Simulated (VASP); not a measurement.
# Nb (Fd-3m) in VASP: notebook

Nb is run at these levels: PBE; tasks: single point.

Program: VASP 6.6.1. These are calculated values, not measurements. Logs are shortened: lines on timing, memory, paths and dates and some standing lists are left out, and cuts for length are marked.

## Step 1: The cell of the first run

Symmetry: Fd-3m, No. 227, cubic system. Conventional cell: a = 5.832 Å, b = 5.832 Å, c = 5.832 Å, α = 90.00°, β = 90.00°, γ = 90.00°. Nb (site symmetry -43m) has 4 Nb at 2.53 Å within 3.3 Å.

## Step 2: Single point, PBE

The input, INCAR:

```
PREC = Accurate ; ENCUT = 520
EDIFF = 1E-7 ; ISMEAR = -1
SIGMA = 0.06122561905347299 ; LREAL = F
LASPH = T ; NELM = 100
ALGO = Normal ; ISIF = 2
LWAVE = F ; LCHARG = F
GGA = PE ; NBANDS = 20
```

The input, KPOINTS:

```
Automatic mesh
0
Gamma
  11 11 11
```

The input, POSCAR:

```
Nb
1.0
    0.0000000000      2.9158284713      2.9158284713
    2.9158284713      0.0000000000      2.9158284713
    2.9158284713      2.9158284713      0.0000000000
Nb
2
Direct
    0.0000000000      0.0000000000      0.0000000000
    0.2500000000      0.2500000000      0.2500000000
```

Potentials or basis: VASP PAW PBE potentials, release 64 (Nb_sv).

Command:

```
$ cat potpaw_PBE.64/Nb_sv/POTCAR > POTCAR
$ mpirun -np 1 vasp_std > vasp.out
```

OUTCAR:

```text
PREC = Accurate
   ENCUT = 520
   EDIFF = 1E-7
   ISMEAR = -1
   LREAL = F
   LASPH = T
   NELM = 100
   ISIF = 2
   GGA = PE

 ion  position               nearest neighbor table
   1  0.000  0.000  0.000-   2 2.53   2 2.53   2 2.53   2 2.53
   2  0.250  0.250  0.250-   1 2.53   1 2.53   1 2.53   1 2.53

  LATTYP: Found a face centered cubic cell.
 ALAT       =     5.8316569426

  Lattice vectors:

 A1 = (   0.0000000000,   2.9158284713,   2.9158284713)
 A2 = (   2.9158284713,   0.0000000000,   2.9158284713)
 A3 = (   2.9158284713,   2.9158284713,   0.0000000000)

Analysis of symmetry for initial positions (statically):
=====================================================================
 Subroutine PRICEL returns:
 Original cell was already a primitive cell.

 Routine SETGRP: Setting up the symmetry group for a
 face centered cubic supercell.

 Subroutine GETGRP returns: Found 48 space group operations
 (whereof 24 operations were pure point group operations)
 out of a pool of 48 trial point group operations.

The static configuration has the point symmetry T_d .
 The point group associated with its full space group is O_h .

Analysis of symmetry for dynamics (positions and initial velocities):
=====================================================================
 Subroutine PRICEL returns:
 Original cell was already a primitive cell.

 Routine SETGRP: Setting up the symmetry group for a
 face centered cubic supercell.

 Subroutine GETGRP returns: Found 48 space group operations
 (whereof 24 operations were pure point group operations)
 out of a pool of 48 trial point group operations.

The dynamic configuration has the point symmetry T_d .
 The point group associated with its full space group is O_h .

 Subroutine INISYM returns: Found 48 space group operations
 (whereof 24 operations are pure point group operations),
 and found     1 'primitive' translations

----------------------------------------------------------------------------------------

                                     Primitive cell

  volume of cell :      49.5811

  direct lattice vectors                    reciprocal lattice vectors
     0.000000000  2.915828471  2.915828471    -0.171477851  0.171477851  0.171477851
     2.915828471  0.000000000  2.915828471     0.171477851 -0.171477851  0.171477851
     2.915828471  2.915828471  0.000000000     0.171477851  0.171477851 -0.171477851

  length of vectors
     4.123604170  4.123604170  4.123604170     0.297008350  0.297008350  0.297008350

  position of ions in fractional coordinates (direct lattice)
[... 8 lines left out ...]
----------------------------------------------------------------------------------------

 KPOINTS: Automatic mesh

Automatic generation of k-mesh.
 Grid dimensions read from file:
 generate k-points for:   11   11   11

 Generating k-lattice:

  Cartesian coordinates                     Fractional coordinates (reciprocal lattice)
    -0.015588896  0.015588896  0.015588896     0.090909091  0.000000000  0.000000000
     0.015588896 -0.015588896  0.015588896     0.000000000  0.090909091  0.000000000
     0.015588896  0.015588896 -0.015588896     0.000000000  0.000000000  0.090909091

  Length of vectors
     0.027000759  0.027000759  0.027000759

  Shift w.r.t. Gamma in fractional coordinates (k-lattice)
     0.000000000  0.000000000  0.000000000

 Subroutine IBZKPT returns following result:
 ===========================================

 Found     56 irreducible k-points:

 Following reciprocal coordinates:
            Coordinates               Weight
  0.000000  0.000000  0.000000      1.000000
  0.090909  0.000000  0.000000      8.000000
  0.181818  0.000000  0.000000      8.000000
  0.272727  0.000000  0.000000      8.000000
  0.363636  0.000000  0.000000      8.000000
  0.454545  0.000000  0.000000      8.000000
[... 16 lines left out ...]
 -0.272727  0.181818  0.000000     24.000000
 -0.181818  0.181818  0.000000     12.000000
 [... further k-points ...]
   k-points           NKPTS =     56   k-points in BZ     NKDIM =     56   number of bands    NBANDS=     20
   number of dos      NEDOS =    301   number of ions     NIONS =      2
   total plane-waves  NPLWV =  32768
   dimension x,y,z NGX =    32 NGY =   32 NGZ =   32
   dimension x,y,z NGXF=    64 NGYF=   64 NGZF=   64
   ions per type =               2
   NGX,Y,Z   is equivalent  to a cutoff of  12.90, 12.90, 12.90 a.u.
   NGXF,Y,Z  is equivalent  to a cutoff of  25.80, 25.80, 25.80 a.u.
 SYSTEM =  unknown system
   PREC   = accura    normal or accurate (medium, high low for compatibility)
   ISTART =      0    job   : 0-new  1-cont  2-samecut
   ICHARG =      2    charge: 1-file 2-atom 10-const
   ISPIN  =      1    spin polarized calculation?
   LNONCOLLINEAR =      F non collinear calculations
   LSORBIT =      F    spin-orbit coupling
   LASPH  =      T    aspherical Exc in radial PAW
   ENCUT  =  520.0 eV  38.22 Ry    6.18 a.u.   7.67  7.67  7.67*2*pi/ulx,y,z
   NELM   =    100;   NELMIN=  2; NELMDL= -5     # of ELM steps
   EDIFF  = 0.1E-06   stopping-criterion for ELM
   LREAL  =      F    real-space projection
   EDIFFG = 0.1E-05   stopping-criterion for IOM
   NSW    =      0    number of steps for IOM
   IBRION =     -1    ionic relax: 0-MD 1-quasi-New 2-CG
   NFREE  =      0    steps in history (QN), initial steepest desc. (CG)
   ISIF   =      2    stress and relaxation
   ISYM   =      2    0-nonsym 1-usesym 2-fastsym
   POTIM  = 0.5000    time-step for ionic-motion
   TEBEG  =    0.0;   TEEND  =   0.0 temperature during run
   PSTRESS=    0.0 pullay stress
   NELECT =      26.0000    total number of electrons
   NUPDOWN=      -1.0000    fix difference up-down
   EMIN   =  10.00;   EMAX   =-10.00  energy-range for DOS
   EFERMI =   0.00;   METHOD = LEGACY
   ISMEAR =    -1;   SIGMA  =   0.06  broadening in eV -4-tet -1-fermi 0-gaus
   EFERMI_NEDOS =   21; number of points for ismear=-14 and -15
   IALGO  =     38    algorithm
   IMIX   =      4    mixing-type and parameters
     AMIX     =   0.40;   BMIX     =  1.00
     AMIX_MAG =   1.60;   BMIX_MAG =  1.00
  volume/ion in A,a.u.               =      24.79       167.29
  Fermi-wavevector in a.u.,A,eV,Ry     =   1.320162  2.494745 23.712619  1.742828
  Thomas-Fermi vector in A             =   2.450008
   LORBIT       =      0    0 simple, 1 ext, 2 COOP (PROOUT), +10 PAW based schemes
   GGA     = PE    functional components
[... 5 lines left out ...]
 non-spin polarized calculation
  energy-cutoff  :      520.00
  volume of cell :       49.58
 maximum number of plane-waves:      1363
   NGX = 15   NGY = 15   NGZ = 15

 number of electron      26.0000002 magnetization

 Free energy of the ion-electron system (eV)
  ---------------------------------------------------
  ext. energy  EPLUGINS =         0.00000000
  ---------------------------------------------------
  free energy    TOTEN  =       -15.35606763 eV

  energy without entropy =      -15.31523746  energy(sigma->0) =      -15.33565254

 E-fermi :   7.1351     XC(G=0): -10.5043

 val. band max:        7.1244569094   @ k =  -0.4545   0.1818   0.0909
 cond. band min:       7.1476997985   @ k =   0.3636   0.3636   0.0000
 fundamental gap:      0.0232428892
 Fermi energy:         7.1350538511

 k-point     1 :       0.0000    0.0000    0.0000
  band No.  band energies     occupation
      1     -47.3960      2.00000
      2     -46.6169      2.00000
      3     -23.8177      2.00000
      4     -23.8177      2.00000
      5     -23.8177      2.00000
      6     -22.5877      2.00000
[... 12 lines left out ...]
     19      12.5751      0.00000
     20      17.7652      0.00000

 k-point     2 :       0.0909    0.0000    0.0000
  band No.  band energies     occupation
      1     -47.3847      2.00000
      2     -46.6292      2.00000
      3     -23.8308      2.00000
      4     -23.8308      2.00000
      5     -23.8175      2.00000
      6     -22.5876      2.00000
[... 12 lines left out ...]
     19      12.5492      0.00000
     20      17.2263      0.00000

 k-point     3 :       0.1818    0.0000    0.0000
  band No.  band energies     occupation
      1     -47.3524      2.00000
      2     -46.6641      2.00000
      3     -23.8647      2.00000
      4     -23.8647      2.00000
      5     -23.8178      2.00000
      6     -22.5864      2.00000
[... 12 lines left out ...]
     19      12.4621      0.00000
     20      16.7723      0.00000

 k-point     4 :       0.2727    0.0000    0.0000
  band No.  band energies     occupation
      1     -47.3043      2.00000
      2     -46.7155      2.00000
      3     -23.9063      2.00000
      4     -23.9063      2.00000
      5     -23.8197      2.00000
      6     -22.5831      2.00000
[... 12 lines left out ...]
     19      12.2894      0.00000
     20      15.6354      0.00000

 k-point     5 :       0.3636    0.0000    0.0000
  band No.  band energies     occupation
      1     -47.2511      2.00000
      2     -46.7717      2.00000
      3     -23.9423      2.00000
      4     -23.9423      2.00000
      5     -23.8228      2.00000
      6     -22.5782      2.00000
[... 12 lines left out ...]
     19      12.0160      0.00000
     20      13.7666      0.00000
[... 353 lines left out ...]
      6     -22.7830      2.00000
[... 12 lines left out ...]
     19      11.8891      0.00000
     20      12.3801      0.00000

 k-point    22 :      -0.3636    0.1818    0.0000
  band No.  band energies     occupation
      1     -47.1848      2.00000
      2     -46.8410      2.00000
      3     -24.0896      2.00000
      4     -23.9836      2.00000
      5     -23.6342      2.00000
      6     -22.7600      2.00000
[... 12 lines left out ...]
     19      12.4291      0.00000
     20      12.9155      0.00000

 k-point    23 :      -0.2727    0.1818    0.0000
  band No.  band energies     occupation
      1     -47.2332      2.00000
      2     -46.7906      2.00000
      3     -24.0592      2.00000
      4     -23.9455      2.00000
      5     -23.6767      2.00000
      6     -22.7194      2.00000
[... 12 lines left out ...]
     19      12.7292      0.00000
     20      14.3859      0.00000

 k-point    24 :      -0.1818    0.1818    0.0000
  band No.  band energies     occupation
      1     -47.2860      2.00000
      2     -46.7349      2.00000
      3     -24.0025      2.00000
      4     -23.9041      2.00000
      5     -23.7303      2.00000
      6     -22.6696      2.00000
[... 12 lines left out ...]
     19      12.8017      0.00000
     20      16.1858      0.00000

 [... further k-points ...]

------------------------ aborting loop because EDIFF is reached ----------------------------------------

  FORCE on cell =-STRESS in cart. coord.  units (eV):
  Direction    XX          YY          ZZ          XY          YZ          ZX
  --------------------------------------------------------------------------------------
  -------------------------------------------------------------------------------------
  Total        0.8788980      0.8788980      0.8788980      0.0000000      0.0000000      0.0000000
  in kB       28.4009667     28.4009667     28.4009667      0.0000000      0.0000000      0.0000000
  external PRESSURE =      28.4009667 kB  Pullay stress =       0.0000000 kB

 VOLUME and BASIS-vectors are now :
 -----------------------------------------------------------------------------
  energy-cutoff  :      520.00
  volume of cell :       49.58
      direct lattice vectors                 reciprocal lattice vectors
     0.000000000  2.915828471  2.915828471    -0.171477851  0.171477851  0.171477851
     2.915828471  0.000000000  2.915828471     0.171477851 -0.171477851  0.171477851
     2.915828471  2.915828471  0.000000000     0.171477851  0.171477851 -0.171477851

 POSITION                                       TOTAL-FORCE (eV/Angst)
 -----------------------------------------------------------------------------------
      0.00000      0.00000      0.00000         0.000000     -0.000000     -0.000000
      1.45791      1.45791      1.45791        -0.000000      0.000000      0.000000
 -----------------------------------------------------------------------------------
    total drift:                               -0.000000      0.000000      0.000000

  FREE ENERGIE OF THE ION-ELECTRON SYSTEM (eV)
  ---------------------------------------------------
  free  energy   TOTEN  =       -15.3560676275 eV

  energy  without entropy=      -15.3152374580  energy(sigma->0) =      -15.33565254
```

Wall time 78 s (1 thread of AMD EPYC 7R43 (Zen 3), shared host); peak memory 0.15 GiB.

What came out:

```yaml
Free_energy: -15.3561 eV
Pressure: 2.8 GPa
Band_gap_on_the_k_mesh: zero (band 13 reaches 7.58 eV, above the bottom of band 14 at 6.38 eV)
```

Levels at points of the mesh, in eV from the Fermi level:
| k point | band 11 | band 12 | band 13 | band 14 | band 15 | band 16 |
| --- | --- | --- | --- | --- | --- | --- |
| (0.00, 0.00, 0.00) | -1.57 | -0.56 | -0.56 | -0.56 | 1.97 | 1.97 |

(Part 1 of 2 ends here.)
